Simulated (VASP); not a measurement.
Input of a VASP 6.6.1 run:

INCAR

```
SYSTEM = PbSe
ALGO = Normal
EDIFF = 1E-7
ENCUT = 520
GGA = PE
ISIF = 2
ISMEAR = -1
LASPH = .TRUE.
LCHARG = .TRUE.
LELF = .TRUE.
LREAL = .FALSE.
LVHAR = .TRUE.
LWAVE = .FALSE.
NBANDS = 17
NELM = 100
PREC = Accurate
SIGMA = 0.03
```

File KPOINTS:

```
k-points
0
G
  10 10 10
  0 0 0
```

Contents of POSCAR:

```
PbSe
1.0
    0.0000000000      3.1589205074      3.1589205074
    3.1589205074      0.0000000000      3.1589205074
    3.1589205074      3.1589205074      0.0000000000
Pb Se
1 1
Direct
    0.0000000000      0.0000000000      0.0000000000
    0.5000000000      0.5000000000      0.5000000000
```

Potentials or basis: VASP PAW PBE potentials, release 64 (Pb_d, Se).

The run is started by

```console
$ cat potpaw_PBE.64/Pb_d/POTCAR potpaw_PBE.64/Se/POTCAR > POTCAR
$ mpirun -np 1 vasp_std > vasp.out
```

What does it give for the band gap on the k mesh?

0.57 eV.

Estimate the pressure.

-2.0 GPa.

Caveat: spin-orbit coupling is left out, which moves the levels of the heavy elements. A k mesh can miss the band edges.
